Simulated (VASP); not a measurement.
# Li8CaCl10 in VASP: a series of runs

The runs below take Li8CaCl10 through single point, with PBE.

Everything below comes from runs of VASP 6.6.1. Logs are shortened: lines on timing, memory, paths and dates and some standing lists are left out, and cuts for length are marked.

## Step 1: The cell of the first run

The cell holds an amorphous packing of atoms, 19 atoms: a = 7.624 Å, b = 7.327 Å, c = 7.686 Å, α = 92.33°, β = 90.56°, γ = 92.88°.

## Step 2: Single point, PBE

INCAR

```
SYSTEM = Li8CaCl10
ALGO = Normal ; EDIFF = 1E-7
ENCUT = 520 ; GGA = PE
ISIF = 2 ; ISMEAR = -1
ISYM = 0 ; LASPH = .TRUE.
LCHARG = .FALSE. ; LREAL = Auto
LWAVE = .FALSE. ; NBANDS = 67
NELM = 80 ; PREC = Accurate
SIGMA = 0.0552
```

KPOINTS

```
k-points
0
G
  1 1 1
  0 0 0
```

POSCAR

```
Li8CaCl10
1.0
    7.6216650000     -0.1881850000     -0.0394400000
   -0.1881850000      7.3227830000     -0.1529230000
   -0.0394400000     -0.1529230000      7.6842230000
Li Cl Ca
8 10 1
Direct
    0.4241160902      0.8752517530      0.6077461914
    0.7869527600      0.7077371228      0.4202027584
    0.6179900860      0.1913914940      0.3090111636
    0.2483476626      0.7714977144      0.0621295838
    0.4000150179      0.3380721149      0.9087312529
    0.1021718582      0.1200475957      0.2596226966
    0.6982294428      0.7236814215      0.9168843360
    0.2073893981      0.4368995687      0.4953745396
    0.9159876316      0.3681433242      0.3466485985
    0.7391627700      0.9890845573      0.5102975743
    0.1461134611      0.5360233708      0.8153218636
    0.1950495124      0.7842806521      0.3632653949
    0.9392779629      0.9316187699      0.0004385687
    0.5296368197      0.5799443137      0.5469723745
    0.4661182427      0.8769335940      0.9151203732
    0.6962967996      0.4142469939      0.9068173632
    0.2571547175      0.1561261457      0.6249368948
    0.3546161770      0.2418743982      0.1862720825
    0.9326141088      0.2163669049      0.7577663710
```

Potentials or basis: VASP PAW PBE potentials, release 64 (Li_sv, Cl, Ca_sv).

Run with:

```sh
$ cat potpaw_PBE.64/Li_sv/POTCAR potpaw_PBE.64/Cl/POTCAR potpaw_PBE.64/Ca_sv/POTCAR > POTCAR
$ mpirun -np 1 vasp_gam > vasp.out
```

OUTCAR:

```text
SYSTEM = Li8CaCl10
   EDIFF = 1E-7
   ENCUT = 520
   GGA = PE
   ISIF = 2
   ISMEAR = -1
   ISYM = 0
   LASPH = .TRUE.
   LREAL = Auto
   NELM = 80
   PREC = Accurate

 ion  position               nearest neighbor table
   1  0.424  0.875  0.608-  14 2.38  15 2.38  17 2.47  12 2.60  10 2.63
   2  0.787  0.708  0.420-  10 2.20  14 2.37
   3  0.618  0.191  0.309-  18 2.26  10 2.40   9 2.57
   4  0.248  0.771  0.062-  15 2.15  12 2.35  11 2.60
   5  0.400  0.338  0.909-  18 2.30  16 2.30  11 2.59
   6  0.102  0.120  0.260-  18 2.17   9 2.44
   7  0.698  0.724  0.917-  15 2.14  16 2.26  13 2.39
   8  0.207  0.437  0.495-  17 2.37   9 2.51  11 2.59
   9  0.916  0.368  0.347-   6 2.44   8 2.51   3 2.57
  10  0.739  0.989  0.510-   2 2.20   3 2.40   1 2.63  19 2.83
  11  0.146  0.536  0.815-   8 2.59   5 2.59   4 2.60  19 2.80
  12  0.195  0.784  0.363-   4 2.35   1 2.60
  13  0.939  0.932  0.000-   7 2.39  19 2.86
  14  0.530  0.580  0.547-   2 2.37   1 2.38
  15  0.466  0.877  0.915-   7 2.14   4 2.15   1 2.38
  16  0.696  0.414  0.907-   7 2.26   5 2.30  19 2.61
  17  0.257  0.156  0.625-   8 2.37   1 2.47  19 2.74
  18  0.355  0.242  0.186-   6 2.17   3 2.26   5 2.30
  19  0.933  0.216  0.758-  16 2.61  17 2.74  11 2.80  10 2.83  13 2.86

IMPORTANT INFORMATION: All symmetrisations will be switched off!
NOSYMM: (Re-)initialisation of all symmetry stuff for point group C_1.

----------------------------------------------------------------------------------------

                                     Primitive cell

  volume of cell :     428.4063

  direct lattice vectors                    reciprocal lattice vectors
     7.621665000 -0.188185000 -0.039440000     0.131292453  0.003389509  0.000741325
    -0.188185000  7.322783000 -0.152923000     0.003389509  0.136704385  0.002737938
    -0.039440000 -0.152923000  7.684223000     0.000741325  0.002737938  0.130195067

  length of vectors
     7.624089879  7.326796701  7.685845697     0.131338290  0.136773806  0.130225963

  position of ions in fractional coordinates (direct lattice)
     0.424116090  0.875251753  0.607746191
     0.786952760  0.707737123  0.420202758
     0.617990086  0.191391494  0.309011164
     0.248347663  0.771497714  0.062129584
     0.400015018  0.338072115  0.908731253
     0.102171858  0.120047596  0.259622697
[... 11 lines left out ...]
     0.354616177  0.241874398  0.186272082
     0.932614109  0.216366905  0.757766371

  ion indices of the primitive-cell ions
   primitive index   ion index
                 1           1
                 2           2
                 3           3
                 4           4
                 5           5
                 6           6
[... 11 lines left out ...]
                18          18
                19          19

----------------------------------------------------------------------------------------

 KPOINTS: k-points

Automatic generation of k-mesh.
 Grid dimensions read from file:
 generate k-points for:    1    1    1

 Generating k-lattice:

  Cartesian coordinates                     Fractional coordinates (reciprocal lattice)
     0.131292453  0.003389509  0.000741325     1.000000000 -0.000000000  0.000000000
     0.003389509  0.136704385  0.002737938    -0.000000000  1.000000000  0.000000000
     0.000741325  0.002737938  0.130195067    -0.000000000  0.000000000  1.000000000

  Length of vectors
     0.131338290  0.136773806  0.130225963

  Shift w.r.t. Gamma in fractional coordinates (k-lattice)
     0.000000000  0.000000000  0.000000000

 Subroutine IBZKPT returns following result:
 ===========================================

 Found      1 irreducible k-points:

 Following reciprocal coordinates:
            Coordinates               Weight
  0.000000  0.000000  0.000000      1.000000
   k-points           NKPTS =      1   k-points in BZ     NKDIM =      1   number of bands    NBANDS=     67
   number of dos      NEDOS =    301   number of ions     NIONS =     19
   total plane-waves  NPLWV = 194400
   dimension x,y,z NGX =    60 NGY =   54 NGZ =   60
   dimension x,y,z NGXF=   120 NGYF=  108 NGZF=  120
   ions per type =               8  10   1
   NGX,Y,Z   is equivalent  to a cutoff of  13.08, 12.25, 12.98 a.u.
   NGXF,Y,Z  is equivalent  to a cutoff of  26.17, 24.51, 25.96 a.u.
 SYSTEM =  Li8CaCl10
   PREC   = accura    normal or accurate (medium, high low for compatibility)
   ISTART =      0    job   : 0-new  1-cont  2-samecut
   ICHARG =      2    charge: 1-file 2-atom 10-const
   ISPIN  =      1    spin polarized calculation?
   LNONCOLLINEAR =      F non collinear calculations
   LSORBIT =      F    spin-orbit coupling
   LASPH  =      T    aspherical Exc in radial PAW
   ENCUT  =  520.0 eV  38.22 Ry    6.18 a.u.  14.18 13.62 14.29*2*pi/ulx,y,z
   NELM   =     80;   NELMIN=  2; NELMDL= -5     # of ELM steps
   EDIFF  = 0.1E-06   stopping-criterion for ELM
   LREAL  =      T    real-space projection
   EDIFFG = 0.1E-05   stopping-criterion for IOM
   NSW    =      0    number of steps for IOM
   IBRION =     -1    ionic relax: 0-MD 1-quasi-New 2-CG
   NFREE  =      0    steps in history (QN), initial steepest desc. (CG)
   ISIF   =      2    stress and relaxation
   ISYM   =      0    0-nonsym 1-usesym 2-fastsym
   POTIM  = 0.5000    time-step for ionic-motion
   TEBEG  =    0.0;   TEEND  =   0.0 temperature during run
   PSTRESS=    0.0 pullay stress
   NELECT =     104.0000    total number of electrons
   NUPDOWN=      -1.0000    fix difference up-down
   EMIN   =  10.00;   EMAX   =-10.00  energy-range for DOS
   EFERMI =   0.00;   METHOD = LEGACY
   ISMEAR =    -1;   SIGMA  =   0.06  broadening in eV -4-tet -1-fermi 0-gaus
   EFERMI_NEDOS =   21; number of points for ismear=-14 and -15
   IALGO  =     38    algorithm
   IMIX   =      4    mixing-type and parameters
     AMIX     =   0.40;   BMIX     =  1.00
     AMIX_MAG =   1.60;   BMIX_MAG =  1.00
  volume/ion in A,a.u.               =      22.55       152.16
  Fermi-wavevector in a.u.,A,eV,Ry     =   1.021255  1.929891 14.190344  1.042961
  Thomas-Fermi vector in A             =   2.154869
   LORBIT       =      0    0 simple, 1 ext, 2 COOP (PROOUT), +10 PAW based schemes
   GGA     = PE    functional components
   LHFCALC =     F    Hartree Fock is set to
   AEXX    =    0.0000 exact exchange contribution
   IVDW    =     0    specifies the selected vdW correction
   LEPSILON=     F    determine dielectric tensor
   LRPA    =     F    only Hartree local field effects (RPA)
 non-spin polarized calculation
  energy-cutoff  :      520.00
  volume of cell :      428.41
 maximum number of plane-waves:      5772
 NGX is ok and might be reduce to    60
   NGX = 29   NGY = 27   NGZ = 29

 number of electron     104.0000008 magnetization

 Free energy of the ion-electron system (eV)
  ---------------------------------------------------
  ext. energy  EPLUGINS =         0.00000000
  ---------------------------------------------------
  free energy    TOTEN  =       -69.03413509 eV

  energy without entropy =      -69.03413509  energy(sigma->0) =      -69.03413509

 E-fermi :   1.2718     XC(G=0):  -7.5995

 val. band max:       -0.2200771305   @ k =   0.0000   0.0000   0.0000
 cond. band min:       4.2440547014   @ k =   0.0000   0.0000   0.0000
 fundamental gap:      4.4641318319
 Fermi energy:         1.2717569644

 k-point     1 :       0.0000    0.0000    0.0000
  band No.  band energies     occupation
      1     -44.9542      2.00000
      2     -44.8814      2.00000
      3     -44.5113      2.00000
      4     -44.4483      2.00000
      5     -44.3632      2.00000
      6     -44.3018      2.00000
[... 56 lines left out ...]
     63       6.9593      0.00000
     64       7.1794      0.00000
 [bands above 64 left out]

------------------------ aborting loop because EDIFF is reached ----------------------------------------

  FORCE on cell =-STRESS in cart. coord.  units (eV):
  Direction    XX          YY          ZZ          XY          YZ          ZX
  --------------------------------------------------------------------------------------
  -------------------------------------------------------------------------------------
  Total        2.3063451      2.6465165      0.3070856     -0.0861451      0.3283010     -2.4860133
  in kB        8.6253961      9.8975876      1.1484557     -0.3221702      1.2277981     -9.2973290
  external PRESSURE =       6.5571465 kB  Pullay stress =       0.0000000 kB

 VOLUME and BASIS-vectors are now :
 -----------------------------------------------------------------------------
  energy-cutoff  :      520.00
  volume of cell :      428.41
      direct lattice vectors                 reciprocal lattice vectors
     7.621665000 -0.188185000 -0.039440000     0.131292453  0.003389509  0.000741325
    -0.188185000  7.322783000 -0.152923000     0.003389509  0.136704385  0.002737938
    -0.039440000 -0.152923000  7.684223000     0.000741325  0.002737938  0.130195067

 POSITION                                       TOTAL-FORCE (eV/Angst)
 -----------------------------------------------------------------------------------
      3.04379      6.23653      4.51948        -0.183808     -0.237238     -0.152097
      5.84813      4.97025      3.08966         0.155950     -0.737726      0.005332
      4.66191      1.23797      2.32087         0.328308      0.273324      0.113044
      1.74519      5.59327      0.34964        -0.765364     -0.266492      0.171004
      2.94932      2.26139      6.91542        -0.244626      0.024760     -0.436977
      0.74589      0.82015      1.97261        -0.523170     -0.555937      0.212449
[... 11 lines left out ...]
      2.64990      1.67598      1.38038         0.256180      0.395999     -0.098689
      7.03747      1.29302      5.75298         0.194890     -0.197800     -0.132805
 -----------------------------------------------------------------------------------
    total drift:                               -0.004609      0.004779      0.001712

  FREE ENERGIE OF THE ION-ELECTRON SYSTEM (eV)
  ---------------------------------------------------
  free  energy   TOTEN  =       -69.0341350906 eV

  energy  without entropy=      -69.0341350906  energy(sigma->0) =      -69.03413509
```

It took 1.7 min on 1 thread of Intel Xeon 6975P-C, shared host; peak memory 0.42 GiB.

Results:

| Quantity | Value |
| --- | --- |
| Free energy | -69.0341 eV |
| Largest force | 0.828 eV/Å |
| Band gap on the k mesh | 4.46 eV |

Forces on the atoms (eV/Å):
```
Li  -0.184 -0.237 -0.152
Li   0.156 -0.738  0.005
Li   0.328  0.273  0.113
Li  -0.765 -0.266  0.171
Li  -0.245  0.025 -0.437
Li  -0.523 -0.556  0.212
Li   0.478 -0.104 -0.187
Li   0.421  0.608 -0.083
Cl   0.035  0.025  0.275
Cl  -0.169  0.507  0.214
Cl  -0.146 -0.266  0.173
Cl  -0.325  0.051 -0.281
Cl   0.151  0.477  0.018
Cl   0.224 -0.182 -0.348
Cl   0.185  0.458 -0.090
Cl  -0.043 -0.224  0.430
Cl  -0.030 -0.049  0.199
Cl   0.256  0.396 -0.099
Ca   0.195 -0.198 -0.133
```

Levels at points of the mesh, in eV from the valence-band top:
| k point | band 49 | band 50 | band 51 | band 52 | band 53 | band 54 | band 55 | band 56 |
| --- | --- | --- | --- | --- | --- | --- | --- | --- |
| (0.00, 0.00, 0.00) | -0.49 | -0.36 | -0.30 | 0.00 | 4.46 | 5.19 | 5.33 | 5.40 |

Caveat: the k points lie up to 0.86 Å⁻¹ apart; the cutoff is under 1.25 times the usual one of these potentials, so pressure, stress and relaxed cells hold a basis-set (Pulay) error.

## Step 3: Single point, PBE

INCAR

```
PREC = Accurate
ENCUT = 520
EDIFF = 1E-6
ISMEAR = -1
SIGMA = 0.0552
LREAL = Auto
LASPH = T
NELM = 60
ALGO = Normal
ISIF = 2
LWAVE = F
LCHARG = T
GGA = PE
LELF = T
LVHAR = T
ISYM = 0
NBANDS = 67
```

KPOINTS

```
regular mesh
0
Gamma
  1 1 1
```

POSCAR

```
Li8CaCl10
1.0
    7.6216650000     -0.1881850000     -0.0394400000
   -0.1881850000      7.3227830000     -0.1529230000
   -0.0394400000     -0.1529230000      7.6842230000
Li Cl Ca
8 10 1
Direct
    0.4219958409      0.8143563068      0.5805093534
    0.8565840942      0.6711723076      0.4370296593
    0.6031396644      0.3321428170      0.2501058473
    0.1981404431      0.8336355270     -0.0278048015
    0.3671054560      0.2941151813      0.8848564930
    0.0551096968      0.0444478853      0.3391536959
    0.7000481707      0.7009929544      0.9624564312
    0.2348124069      0.4744098942      0.3659654575
    0.9768258623      0.3845528667      0.3887526416
    0.7588744347      1.0330335047      0.5250838751
    0.1252152722      0.5366147396      0.7941686786
    0.2000391598      0.7870676201      0.3195269432
    0.9331674604      0.9513256078      0.0221998620
    0.5775734252      0.5528533072      0.4675826667
    0.4601289942      0.8767999971      0.8953966294
    0.6672281359      0.3641009275      0.9450557179
    0.2466512146      0.1511185212      0.6548856562
    0.3310252540      0.2362565622      0.1817355767
    0.9161203657      0.2264128835      0.7605481419
```

Potentials or basis: VASP PAW PBE potentials, release 64 (Li_sv, Cl, Ca_sv).

Run with:

```sh
$ cat potpaw_PBE.64/Li_sv/POTCAR potpaw_PBE.64/Cl/POTCAR potpaw_PBE.64/Ca_sv/POTCAR > POTCAR
$ mpirun -np 1 vasp_gam > vasp.out
```

Run time: 1.7 min. Hardware: 1 thread of Intel Xeon 6975P-C, shared host; peak memory 0.42 GiB.

Results (log left out):

| Item | Value |
| --- | --- |
| Free energy | -68.8423 eV |
| Largest force | 1.550 eV/Å |
| Band gap on the k mesh | 4.57 eV |

Forces in eV/Å, atoms in the order of the input:
```
Li  -0.064  0.303  0.064
Li   0.317  0.096  0.126
Li   0.366 -0.219  0.107
Li  -0.571 -0.452  0.258
Li  -0.047  0.187  0.240
Li  -0.015  0.647 -0.057
Li  -0.024  0.240 -0.159
Li   1.101  0.219 -0.074
Cl  -1.518 -0.284 -0.123
Cl  -0.347 -1.187 -0.673
Cl  -0.121  0.554  0.490
Cl   0.087 -0.312  0.324
Cl  -0.454  0.104 -0.117
Cl  -0.343  0.289  0.091
Cl   1.213 -0.395 -0.296
Cl  -0.024  0.800  0.296
Cl  -0.156 -0.728 -0.546
Cl  -0.344 -0.023 -0.022
Ca   0.945  0.160  0.072
```

Levels at points of the mesh, in eV from the valence-band top:
```tsv
k point	band 50	band 51	band 52	band 53	band 54	band 55
(0.00, 0.00, 0.00)	-0.42	-0.35	0.00	4.57	5.65	5.91
```

Caveat: the k points lie up to 0.86 Å⁻¹ apart; the cutoff is under 1.25 times the usual one of these potentials, so pressure, stress and relaxed cells hold a basis-set (Pulay) error.

## Step 4: Single point, PBE

INCAR

```
PREC     = Accurate       # precision mode
ENCUT    = 520            # plane-wave cutoff, eV
EDIFF    = 1E-7           # SCF threshold, eV
ISMEAR   = -1             # smearing method
SIGMA    = 0.05           # smearing width, eV
LREAL    = Auto         
LASPH    = T              # aspherical terms in the spheres
NELM     = 80             # most SCF steps
ALGO     = Normal         # electronic algorithm
ISIF     = 2              # what is computed and relaxed
LWAVE    = F              # write WAVECAR
LCHARG   = F              # write CHGCAR
GGA      = PE             # functional
NBANDS   = 67             # bands
ISYM     = 0
```

KPOINTS is that of step 3.

POSCAR

```
Li8CaCl10
1.0
    7.6216650000     -0.1881850000     -0.0394400000
   -0.1881850000      7.3227830000     -0.1529230000
   -0.0394400000     -0.1529230000      7.6842230000
Li Cl Ca
8 10 1
Direct
    0.4440879823      0.8973785433      0.5846513888
    0.8667954023      0.6987653245      0.4364611361
    0.6756634116      0.2522548738      0.2560241598
    0.1816495750      0.8255990460      1.0242862996
    0.3829915469      0.3738569558      0.8546398919
    0.1237717796      0.1221084658      0.3610562515
    0.7182875249      0.7607636770      0.9855115506
    0.2522956718      0.4942798556      0.3854218312
    0.9501655731      0.3893953979      0.3949117618
    0.7592721045     -0.0059365485      0.5362523780
    0.1038816363      0.5612036240      0.8123460282
    0.1897171952      0.7924839282      0.3271378858
    0.9411656482      0.9771841304      0.0003013320
    0.5661585135      0.5664283876      0.4647870344
    0.4659876909      0.8240378570      0.8942573499
    0.6933817947      0.4163036133      0.9815329898
    0.2691323128      0.1339331491      0.6358803014
    0.3494959098      0.2483882473      0.1666024521
    0.9265409128      0.2459572091      0.7710950460
```

Run with:

```sh
$ cat potpaw_PBE.64/Li_sv/POTCAR potpaw_PBE.64/Cl/POTCAR potpaw_PBE.64/Ca_sv/POTCAR > POTCAR
$ mpirun -np 1 vasp_gam > vasp.out
```

It used 68 s of CPU time on 1 thread of Intel Xeon 6975P-C (shared host).

Results (log left out):

| Item | Value |
| --- | --- |
| Free energy | -69.4890 eV |
| Largest force | 0.845 eV/Å |
| Band gap on the k mesh | 4.60 eV |

Forces on the atoms (eV/Å):
```
Li   0.326 -0.563  0.075
Li  -0.126 -0.016  0.203
Li  -0.326  0.389  0.073
Li   0.637 -0.331 -0.188
Li   0.026  0.154  0.235
Li   0.186 -0.204 -0.268
Li   0.232 -0.503 -0.072
Li   0.521 -0.049 -0.154
Cl   0.176 -0.390  0.053
Cl   0.039  0.131 -0.192
Cl   0.247 -0.114  0.042
Cl  -0.348  0.171  0.129
Cl  -0.343  0.436  0.258
Cl  -0.222  0.064  0.055
Cl  -0.407  0.209 -0.113
Cl   0.196 -0.011 -0.276
Cl  -0.412  0.668  0.313
Cl  -0.339 -0.027  0.227
Ca  -0.063 -0.015 -0.402
```

Levels at points of the mesh, in eV from the valence-band top:
```csv
k point,band 50,band 51,band 52,band 53,band 54,band 55
"(0.00, 0.00, 0.00)",-0.36,-0.30,0.00,4.60,5.50,5.63
```

Caveat: the k points lie up to 0.86 Å⁻¹ apart; the cutoff is under 1.25 times the usual one of these potentials, so pressure, stress and relaxed cells hold a basis-set (Pulay) error.

(Part 1 of 2 ends here.)
